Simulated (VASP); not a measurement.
Crystal: HfH6.

```
CELL_PARAMETERS angstrom
3.94682 0.00000 0.00000
0.00000 3.94682 0.00000
0.00000 0.00000 3.94682
ATOMIC_POSITIONS crystal
Hf 0.00000 0.00000 0.00000
H 0.19750 0.50000 0.50000
H 0.50000 0.19750 0.50000
H 0.80250 0.50000 0.50000
H 0.50000 0.80250 0.50000
H 0.50000 0.50000 0.19750
H 0.50000 0.50000 0.80250
```

```yaml
Program: VASP 6.6.1
Task: relaxation of cell and atoms
Functional: PBE
Potentials_or_basis: VASP PAW PBE potentials, release 64 (Hf_pv, H)
Cutoff: 600 eV
k_mesh: 4 × 4 × 4
Occupations: gaussian, width 0.1 eV
Spin: no spin polarisation
```

At the start: pressure -24.4 GPa; volume 8.78 Å³/atom.

**Question.** How do energy, volume and symmetry change on relaxing?

**Answer.** Over 12 steps the energy falls by 437.2 meV/atom and the volume is 5.30 Å³/atom (-39.7 %); space group Pm-3m (No. 221, to 0.05 Å).

Step by step:
| step | energy change (eV) | largest force (eV/Å) | pressure (GPa) | volume (Å³) |
| --- | --- | --- | --- | --- |
| 1 | 0.0000 | 0.1690 | -24.41 | 61.48 |
| 2 | -1.6666 | 0.2648 | -22.20 | 50.33 |
| 3 | -2.7687 | 0.3518 | -10.82 | 40.53 |
| 4 | -0.3123 | 0.4676 | 98.64 | 24.91 |
| 5 | -2.9009 | 0.3779 | -3.03 | 37.74 |
| 6 | -2.9180 | 0.3842 | -0.64 | 36.71 |
| 7 | -2.9187 | 0.3869 | 0.84 | 36.29 |
| 8 | -2.9705 | 0.3448 | 1.25 | 36.16 |
| 9 | -3.0425 | 0.0620 | 4.62 | 35.79 |
| 10 | -3.0450 | 0.0483 | 3.64 | 35.86 |
| 11 | -3.0453 | 0.0217 | 3.87 | 35.85 |
| 12 | -3.0607 | 0.0113 | 0.00 | 37.08 |

Final structure:
```cif
data_structure
_symmetry_space_group_name_H-M 'P 1'
_symmetry_Int_Tables_number 1
_cell_length_a 3.3345
_cell_length_b 3.3345
_cell_length_c 3.3345
_cell_angle_alpha 90.000
_cell_angle_beta 90.000
_cell_angle_gamma 90.000
_cell_volume 37.08
loop_
_atom_site_label
_atom_site_type_symbol
_atom_site_fract_x
_atom_site_fract_y
_atom_site_fract_z
_atom_site_occupancy
Hf1 Hf 0.00000 0.00000 0.00000 1
H1 H 0.16325 0.50000 0.50000 1
H2 H 0.50000 0.16325 0.50000 1
H3 H 0.83675 0.50000 0.50000 1
H4 H 0.50000 0.83675 0.50000 1
H5 H 0.50000 0.50000 0.16325 1
H6 H 0.50000 0.50000 0.83675 1
```

Caveat: the k points lie up to 0.47 Å⁻¹ apart in the final cell; the volume moved by over 15 % at a fixed basis, so the end points are rough.
